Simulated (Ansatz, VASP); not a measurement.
# ZnF2 in VASP and in Ansatz

```
CELL_PARAMETERS angstrom
4.70480 0.00000 0.00000
0.00000 4.70480 0.00000
0.00000 0.00000 3.13380
ATOMIC_POSITIONS crystal
Zn 0.00000 0.00000 0.00000
Zn 0.50000 0.50000 0.50000
F 0.30240 0.30240 0.00000
F 0.19760 0.80240 0.50000
F 0.69760 0.69760 0.00000
F 0.80240 0.19760 0.50000
```

Alike in both runs: task single point; functional PBE; k mesh 4 × 4 × 5; no spin polarisation; Hubbard terms Zn d U = 6.0 eV.

|  | VASP | Ansatz |
| --- | --- | --- |
| version | VASP 6.6.1 | Ansatz 0.2.0 |
| potentials or method | VASP PAW PBE potentials, release 64 (Zn, F), cutoff 600 eV | plane waves, PAW |
| occupations | gaussian, width 0.01 eV | fixed |
| valence electrons in the cell | 52 | 52 |

VASP gave:

```
gap on the k mesh at the Fermi level (eV) : 4.63
```

Q: Which values does Ansatz return?

A: gap on the k mesh at the Fermi level (eV): 4.45.

The programs project onto different local orbitals, so the same U acts differently, and such runs can settle in different states.
